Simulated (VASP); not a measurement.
Runs of VASP 6.6.1 on BaTiO3. The structure is that of space group Pm-3m (No. 221), or close to it. The cells are those of the table. 

```csv
task,cell,cutoff (eV),gap on the mesh (eV),pressure (GPa)
single point,"a = 4.003 Å, 5 atoms",520,(d),(a)
relaxation of cell and atoms,"relaxed to 2 GPa from a = 4.006 Å, 5 atoms",600,1.73,2.0
single point,"a = 3.947 Å, 5 atoms",520,(c),12.1
single point,"a = 4.036 Å, 5 atoms",520,1.69,-0.4
single point,"a = 4.019 Å, 5 atoms",520,1.72,1.7
relaxation of cell and atoms,"relaxed to 5 GPa from a = 4.006 Å, 5 atoms",600,1.76,5.0
relaxation of cell and atoms,"relaxed to 10 GPa from a = 4.006 Å, 5 atoms",600,1.81,9.9
relaxation of cell and atoms,"relaxed to -2 GPa from a = 4.006 Å, 5 atoms",600,(b),-2.0
```

Alike in all rows: level PBE; potentials or basis VASP PAW PBE potentials, release 64 (Ba_sv, Ti_sv, O); no spin polarisation; k mesh 6 × 6 × 6; smearing fermi-dirac 0.01 eV.

Q: Fill in the values left out.

A: (a) 3.8; (b) 1.68; (c) 1.83; (d) 1.74.

Caveats: spin-orbit coupling is left out, which moves the levels of the heavy elements; the cell is relaxed towards a set pressure, so the run minimises the enthalpy, not the energy (at least some runs); the cell stands under pressure (at least some runs).

A k mesh can miss the band edges, and the runs leave out spin-orbit coupling on Ba.
